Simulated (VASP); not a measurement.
# Mg9O8 (a cell with a defect) in VASP: notebook, part 2 of 2

VASP 6.6.1. The steps go on from the part before.

### Step 5. Single point, LDA

Input file INCAR:

```
SYSTEM = Mg9O8
PREC     = Accurate       ! precision mode
ENCUT    = 520            ! plane-wave cutoff, eV
EDIFF    = 1E-6           ! SCF threshold, eV
ISMEAR   = -1             ! smearing method
SIGMA    = 0.02           ! smearing width, eV
LREAL    = Auto         
LASPH    = .True.         ! aspherical terms in the spheres
NELM     = 60             ! most SCF steps
ALGO     = Normal         ! electronic algorithm
ISIF     = 2              ! what is computed and relaxed
LWAVE    = .False.        ! write WAVECAR
LCHARG   = .False.        ! write CHGCAR
NBANDS   = 47             ! bands
```

Input file KPOINTS:

```
Automatic mesh
0
Gamma
  2 2 2
  0 0 0
```

Input file POSCAR:

```
Mg9O8
1.0
    0.0000000000      4.0110000000      4.0110000000
    4.0110000000      0.0000000000      4.0110000000
    4.0110000000      4.0110000000      0.0000000000
Mg O
9 8
Direct
   -0.0003739716     -0.0159561207     -0.0268262279
   -0.0160184493      0.0162179008      0.4577038145
   -0.1052729993      0.4667040638      0.1729618549
    0.0149588631      0.5048616305      0.4739965096
    0.4574046372      0.0118050362     -0.0049239591
    0.4755297931      0.0225754176      0.4563575168
    0.5148591374      0.5183994016     -0.0210421341
    0.4911992022      0.4796060833      0.4972575418
    0.1091872351      0.5741834954      0.7642109200
    0.2277860883      0.2397781102      0.2649090002
    0.2786711543      0.2170655697      0.7106083271
    0.2740962354      0.7668910496      0.2204437796
    0.3233358265      0.7366741461      0.7189728247
    0.6952630267      0.2594614809      0.2513089005
    0.7486412366      0.2437546746      0.7335577163
    0.7268386936      0.8067439541      0.2417726253
    0.7299052605      0.7875716779      0.7388556470
```

Potentials or basis: VASP PAW LDA potentials, release 64 (Mg, O).

Command:

```
$ cat potpaw_LDA.64/Mg/POTCAR potpaw_LDA.64/O/POTCAR > POTCAR
$ mpirun -np 1 vasp_std > vasp.out
```

OUTCAR:

```text
SYSTEM = Mg9O8
   PREC = Accurate
   ENCUT = 520
   EDIFF = 1E-6
   ISMEAR = -1
   LREAL = Auto
   LASPH = .True.
   NELM = 60
   ISIF = 2

 ion  position               nearest neighbor table
   1  1.000  0.984  0.973-  16 1.84  15 1.97  13 2.05  11 2.06  12 2.11  14 2.23   5 2.74   4 2.78
                             9 2.79   7 2.79   2 2.80   6 2.82   3 2.83   6 2.86   2 2.88   4 2.90
   2  0.984  0.016  0.458-  10 1.89  17 1.95  12 1.97  14 2.00  15 2.03   3 2.19   9 2.22  13 2.42
                             5 2.66   8 2.72   4 2.77   1 2.80   6 2.80   6 2.87   1 2.88   4 2.91
   3  0.895  0.467  0.173-  14 1.78  16 1.82  10 1.84   9 1.93   8 2.09   2 2.19   4 2.26  17 2.52
                            15 2.61   7 2.71   1 2.83   5 2.91   5 3.00   1 3.15   7 3.24   6 3.45
   4  0.015  0.505  0.474-  10 1.91  11 2.02  12 2.09  16 2.11  15 2.12  17 2.20   9 2.21   3 2.26
                             6 2.68   8 2.70   2 2.77   1 2.78   7 2.82   7 2.85   1 2.90   2 2.91
   5  0.457  0.012  0.995-  12 1.73  11 1.89  17 1.94  10 2.00  16 2.09  15 2.11   2 2.66   7 2.69
                             6 2.70   8 2.74   1 2.74   9 2.81   3 2.91   8 2.94   1 2.94   6 2.98
   6  0.476  0.023  0.456-  16 1.74  10 1.77  13 1.81  11 1.81  14 1.84  17 2.16   4 2.68   5 2.70
                             8 2.76   7 2.77   2 2.80   1 2.82   1 2.86   2 2.87   7 2.93   8 2.93
[... 599 lines left out ...]
     45      17.3774      0.00000
 [bands above 45 left out]

------------------------ aborting loop because EDIFF is reached ----------------------------------------

  FORCE on cell =-STRESS in cart. coord.  units (eV):
  Direction    XX          YY          ZZ          XY          YZ          ZX
  --------------------------------------------------------------------------------------
  -------------------------------------------------------------------------------------
  Total       68.3159025     59.3961616     73.0374734      2.4475735     -2.7467928    -10.4434740
  in kB      848.0948198    737.3623878    906.7098669     30.3849371    -34.0995386   -129.6485275
  external PRESSURE =     830.7223582 kB  Pullay stress =       0.0000000 kB

 VOLUME and BASIS-vectors are now :
 -----------------------------------------------------------------------------
  energy-cutoff  :      520.00
  volume of cell :      129.06
      direct lattice vectors                 reciprocal lattice vectors
     0.000000000  4.011000000  4.011000000    -0.124657193  0.124657193  0.124657193
     4.011000000  0.000000000  4.011000000     0.124657193 -0.124657193  0.124657193
     4.011000000  4.011000000  0.000000000     0.124657193  0.124657193 -0.124657193

 POSITION                                       TOTAL-FORCE (eV/Angst)
 -----------------------------------------------------------------------------------
      7.85040      7.91290      7.95650         0.160379     -0.420465      1.686960
      1.90090      5.78260      4.01180         0.801033      0.229859     -1.315463
      2.56570      4.28250      5.46070         0.947545     -0.117301      0.780760
      3.92620      1.96120      2.08500         0.916861     -0.898901     -1.259182
      4.03860      5.82590      1.88200        -0.022871      0.907903      4.728706
      1.92100      3.73780      1.99790         1.060038      3.299140     -0.030736
[... 9 lines left out ...]
      4.20560      3.88510      6.15120        -2.540223      0.926298     -1.772048
      6.12250      5.89120      6.08660        -2.027166     -0.356792      0.542587
 -----------------------------------------------------------------------------------
    total drift:                               -0.005169     -0.001725      0.009845

  FREE ENERGIE OF THE ION-ELECTRON SYSTEM (eV)
  ---------------------------------------------------
  free  energy   TOTEN  =       -86.6847242159 eV

  energy  without entropy=      -86.6839483117  energy(sigma->0) =      -86.68433626
```

OSZICAR:

```text
N       E                     dE             d eps       ncg     rms          rms(c)
DAV:   1     0.335271762617E+03    0.33527E+03   -0.34134E+04   776   0.131E+03
DAV:   2    -0.819501781324E+02   -0.41722E+03   -0.40488E+03   956   0.291E+02
DAV:   3    -0.102893685726E+03   -0.20944E+02   -0.20838E+02   928   0.642E+01
DAV:   4    -0.103039378467E+03   -0.14569E+00   -0.14559E+00   905   0.581E+00
DAV:   5    -0.103040185642E+03   -0.80717E-03   -0.80709E-03   899   0.430E-01    0.226E+01
DAV:   6    -0.874432503908E+02    0.15597E+02   -0.53744E+01   883   0.349E+01    0.599E+00
DAV:   7    -0.869743263944E+02    0.46892E+00   -0.17374E+00   843   0.608E+00    0.377E+00
DAV:   8    -0.867042528484E+02    0.27007E+00   -0.19935E-01   913   0.275E+00    0.807E-01
DAV:   9    -0.866853706854E+02    0.18882E-01   -0.22658E-02   912   0.902E-01    0.207E-01
DAV:  10    -0.866849278930E+02    0.44279E-03   -0.71501E-03   864   0.455E-01    0.123E-01
DAV:  11    -0.866847433130E+02    0.18458E-03   -0.68655E-04   873   0.186E-01    0.554E-02
DAV:  12    -0.866847270108E+02    0.16302E-04   -0.21973E-04   896   0.759E-02    0.151E-02
DAV:  13    -0.866847243651E+02    0.26457E-05   -0.11379E-05   897   0.233E-02    0.710E-03
DAV:  14    -0.866847242159E+02    0.14915E-06   -0.69742E-06   865   0.143E-02
   1 F= -.86684724E+02 E0= -.86684336E+02  d E =-.775904E-03
```

Wall time 62 s (1 thread of AMD EPYC 7R13 (Zen 3), shared host); peak memory 0.19 GiB.

Results:

| Property | Result |
| --- | --- |
| Free energy | -86.6847 eV |
| Pressure | 83.1 GPa |
| Largest force | 4.931 eV/Å |
| Band gap on the k mesh | 0.19 eV |

Forces in eV/Å, atoms in the order of the input:
```
Mg   0.160 -0.420  1.687
Mg   0.801  0.230 -1.315
Mg   0.948 -0.117  0.781
Mg   0.917 -0.899 -1.259
Mg  -0.023  0.908  4.729
Mg   1.060  3.299 -0.031
Mg  -1.435 -0.391 -0.387
Mg  -0.702  1.492  2.175
Mg   1.366 -1.515 -2.481
O    0.030 -0.754  0.550
O    1.399 -1.571 -0.153
O    0.387  0.046 -4.916
O    0.550 -1.513  0.631
O   -0.843  1.347  0.134
O   -0.048 -0.709  1.085
O   -2.540  0.926 -1.772
O   -2.027 -0.357  0.543
```

Levels at points of the mesh, in eV from the valence-band top:
```csv
k point,band 31,band 32,band 33,band 34,band 35,band 36
"(0.00, 0.00, 0.00)",-6.85,-6.76,-1.91,0.19,0.48,0.60
"(0.50, 0.00, 0.00)",-7.02,-6.88,-0.30,0.48,1.11,1.66
"(0.00, 0.50, 0.00)",-7.17,-6.93,-0.46,0.21,1.17,1.46
"(0.00, 0.00, 0.50)",-7.06,-6.97,-0.26,0.28,1.31,1.84
"(0.50, 0.50, 0.50)",-7.19,-7.08,-0.57,0.23,0.84,1.50
"(0.50, 0.50, 0.00)",-7.36,-7.11,-0.05,0.90,1.55,1.77
"(0.00, 0.50, 0.50)",-7.39,-7.16,0.00,0.92,1.52,1.90
"(0.50, 0.00, 0.50)",-7.41,-7.08,-0.03,0.81,1.42,1.72
```

Caveat: the k points lie up to 0.68 Å⁻¹ apart; the atoms stand as in a frame of molecular dynamics.

### Step 6. Single point, LDA

Input file INCAR:

```
ALGO = Normal
EDIFF = 1E-6
ENCUT = 520
ISIF = 2
ISMEAR = -1
LASPH = T
LCHARG = T
LELF = T
LREAL = Auto
LVHAR = T
LWAVE = F
NBANDS = 47
NELM = 80
PREC = Accurate
SIGMA = 0.02
```

Input file KPOINTS:

```
k-points
0
Gamma
  2 2 2
```

Input file POSCAR:

```
Mg9O8
1.0
    0.0000000000      4.0110000000      4.0110000000
    4.0110000000      0.0000000000      4.0110000000
    4.0110000000      4.0110000000      0.0000000000
Mg O
9 8
Direct
    0.0129269509     -0.0336449763      0.0089628522
   -0.1318873099      0.0999252057      0.5207429569
   -0.0233358265      0.4704063824      0.0506108202
   -0.0024058838      0.4526178010      0.5000373972
    0.4711169284      0.0047743705      0.0308277238
    0.5085016205      0.0145350287      0.4843430566
    0.5053353278      0.4964098728     -0.0226876091
    0.5365993518      0.5007230117      0.5083769634
    0.1016579407      0.6923585141      0.5837820992
    0.2387185241      0.2119670905      0.2694589878
    0.2538768387      0.2604836699      0.7423335826
    0.3152705061      0.6899900274      0.2273871852
    0.2505858888      0.6689852905      0.7894789329
    0.7563076540      0.2482797307      0.1942034405
    0.7533408128      0.2477811020      0.7892420843
    0.6797058090      0.7920219397      0.2462228871
    0.7004861631      0.7565071055      0.7811642982
```

Potentials or basis: VASP PAW LDA potentials, release 64 (Mg, O).

Command:

```
$ cat potpaw_LDA.64/Mg/POTCAR potpaw_LDA.64/O/POTCAR > POTCAR
$ mpirun -np 1 vasp_std > vasp.out
```

OUTCAR:

```text
EDIFF = 1E-6
   ENCUT = 520
   ISIF = 2
   ISMEAR = -1
   LASPH = T
   LREAL = Auto
   NELM = 80
   PREC = Accurate

 ion  position               nearest neighbor table
   1  0.013  0.966  0.009-  14 1.90  15 1.94  16 2.09  13 2.09  12 2.10  11 2.15   7 2.73   5 2.78
                             6 2.79   3 2.81   4 2.83   4 2.86   3 2.88   6 2.90   2 2.91   5 2.91
   2  0.868  0.100  0.521-  15 1.79  14 1.90   9 1.95  10 2.07   8 2.10  17 2.11   4 2.39   6 2.44
                             3 2.44   5 2.62  13 2.70   1 2.91   1 2.98   5 3.14   6 3.33   3 3.33
   3  0.977  0.470  0.051-  14 1.83  13 1.91  10 1.94  11 2.10  16 2.12   9 2.19  17 2.19   2 2.44
                             8 2.56   4 2.56   5 2.73   1 2.81   7 2.83   1 2.88   7 2.88   5 2.95
   4  0.998  0.453  0.500-  15 1.84  10 1.89  11 2.03   9 2.04  12 2.24  16 2.32  17 2.35   2 2.39
                             8 2.47   3 2.56   6 2.71   7 2.76   1 2.83   1 2.86   7 2.93   6 3.00
   5  0.471  0.005  0.031-  16 1.70  10 1.79  12 1.95  17 2.00  11 2.04  15 2.11   2 2.62   6 2.71
                             3 2.73   7 2.75   1 2.78   8 2.80   8 2.91   1 2.91   7 2.95   3 2.95
   6  0.509  0.015  0.484-  16 1.88  14 1.95  10 1.97  17 1.98  11 2.02  13 2.43   2 2.44   4 2.71
                             5 2.71   8 2.77   1 2.79   7 2.81   7 2.87   1 2.90   8 2.91   5 2.97
[... 599 lines left out ...]
     45      16.9920      0.00000
 [bands above 45 left out]

------------------------ aborting loop because EDIFF is reached ----------------------------------------

  FORCE on cell =-STRESS in cart. coord.  units (eV):
  Direction    XX          YY          ZZ          XY          YZ          ZX
  --------------------------------------------------------------------------------------
  -------------------------------------------------------------------------------------
  Total       76.0798817     69.9636462     55.9528653     -2.0713524      0.7783671      3.0240109
  in kB      944.4792679    868.5504221    694.6162382    -25.7144112      9.6628903     37.5410097
  external PRESSURE =     835.8819761 kB  Pullay stress =       0.0000000 kB

 VOLUME and BASIS-vectors are now :
 -----------------------------------------------------------------------------
  energy-cutoff  :      520.00
  volume of cell :      129.06
      direct lattice vectors                 reciprocal lattice vectors
     0.000000000  4.011000000  4.011000000    -0.124657193  0.124657193  0.124657193
     4.011000000  0.000000000  4.011000000     0.124657193 -0.124657193  0.124657193
     4.011000000  4.011000000  0.000000000     0.124657193  0.124657193 -0.124657193

 POSITION                                       TOTAL-FORCE (eV/Angst)
 -----------------------------------------------------------------------------------
      3.91200      0.08780      3.92790        -0.041847      0.655964     -0.449379
      2.48950      5.57070      3.88280        -1.526143     -0.329091      1.043576
      2.08980      4.12040      5.80420         0.784968     -0.202596     -0.159607
      3.82110      6.00700      5.81680        -1.126275     -0.644529      0.664473
      0.14280      2.01330      1.90880        -2.037547     -3.408282     -0.287656
      2.00100      3.98230      2.09790         0.034921     -0.521521     -0.870229
[... 9 lines left out ...]
      4.16440      3.71390      5.90310        -1.523596      5.312442      2.098810
      6.16760      5.94290      5.84400        -0.579080      0.309000      2.118224
 -----------------------------------------------------------------------------------
    total drift:                               -0.008208      0.001367      0.005478

  FREE ENERGIE OF THE ION-ELECTRON SYSTEM (eV)
  ---------------------------------------------------
  free  energy   TOTEN  =       -86.3119261507 eV

  energy  without entropy=      -86.3032585867  energy(sigma->0) =      -86.30759237
```

Run time: 69 s. Hardware: 1 thread of AMD EPYC 7R13 (Zen 3), shared host; peak memory 0.19 GiB.

Results:

```
Free energy            : -86.3119 eV
Pressure               : 83.6 GPa
Largest force          : 5.912 eV/Å
Band gap on the k mesh : zero (bands 33 and 34 overlap by 0.32 eV)
```

Forces in eV/Å, atoms in the order of the input:
```
Mg  -0.042  0.656 -0.449
Mg  -1.526 -0.329  1.044
Mg   0.785 -0.203 -0.160
Mg  -1.126 -0.645  0.664
Mg  -2.038 -3.408 -0.288
Mg   0.035 -0.522 -0.870
Mg   1.564  1.862 -1.343
Mg  -0.723 -1.467 -0.132
Mg  -1.290 -2.395 -1.324
O    2.123 -0.048  0.449
O   -0.394 -0.288 -0.494
O    0.921 -1.219 -0.895
O    3.843  1.579  2.343
O    1.604  1.454 -1.210
O   -1.632 -0.650 -1.551
O   -1.524  5.312  2.099
O   -0.579  0.309  2.118
```

Stress tensor (GPa, compression positive):
```
94.45 -2.57  3.75
-2.57 86.86  0.97
 3.75  0.97 69.46
```

Levels at points of the mesh, in eV from the Fermi level:
| k point | band 30 | band 31 | band 32 | band 33 | band 34 | band 35 | band 36 | band 37 |
| --- | --- | --- | --- | --- | --- | --- | --- | --- |
| (0.00, 0.00, 0.00) | -6.85 | -6.72 | -6.60 | -1.84 | -0.17 | 0.38 | 0.73 | 1.26 |
| (0.50, 0.00, 0.00) | -7.33 | -7.00 | -6.77 | -0.25 | 0.27 | 1.12 | 1.60 | 2.08 |
| (0.00, 0.50, 0.00) | -7.19 | -7.08 | -6.70 | -0.19 | -0.02 | 1.32 | 1.59 | 2.11 |
| (0.00, 0.00, 0.50) | -7.33 | -6.75 | -6.72 | -0.35 | 0.40 | 0.72 | 1.49 | 2.03 |
| (0.50, 0.50, 0.50) | -7.16 | -6.99 | -6.71 | -0.43 | -0.05 | 0.75 | 1.67 | 2.34 |
| (0.50, 0.50, 0.00) | -7.29 | -7.21 | -6.83 | 0.05 | 0.18 | 1.29 | 1.94 | 2.36 |
| (0.00, 0.50, 0.50) | -7.43 | -7.11 | -6.80 | 0.15 | 0.54 | 1.43 | 2.01 | 2.40 |
| (0.50, 0.00, 0.50) | -7.34 | -7.14 | -6.93 | 0.02 | 0.89 | 1.29 | 1.88 | 2.45 |

Caveat: the k points lie up to 0.68 Å⁻¹ apart; the atoms stand as in a frame of molecular dynamics.

### Step 7. The runs side by side

| cell | gap on the mesh (eV) | pressure (GPa) | largest force (eV/Å) |
| --- | --- | --- | --- |
| as given, atomic positions A | none | 77.7 | 3.41 |
| as given, atomic positions B | 0.14 | 79.2 | 5.11 |
| as given, atomic positions C | 0.25 | 81.4 | 4.00 |
| as given, atomic positions D | 0.19 | 83.1 | 4.93 |
| as given, atomic positions E | none | 83.6 | 5.91 |

Alike in all rows: task single point; level LDA; potentials or basis VASP PAW LDA potentials, release 64 (Mg, O); no spin polarisation; k mesh 2 × 2 × 2; cutoff (eV) 520; smearing fermi-dirac 0.02 eV.

Caveats: all runs use coarse meshes; the atoms stand as in a frame of molecular dynamics (at least some runs).

Absolute energies hang on the potentials; compare differences alone.
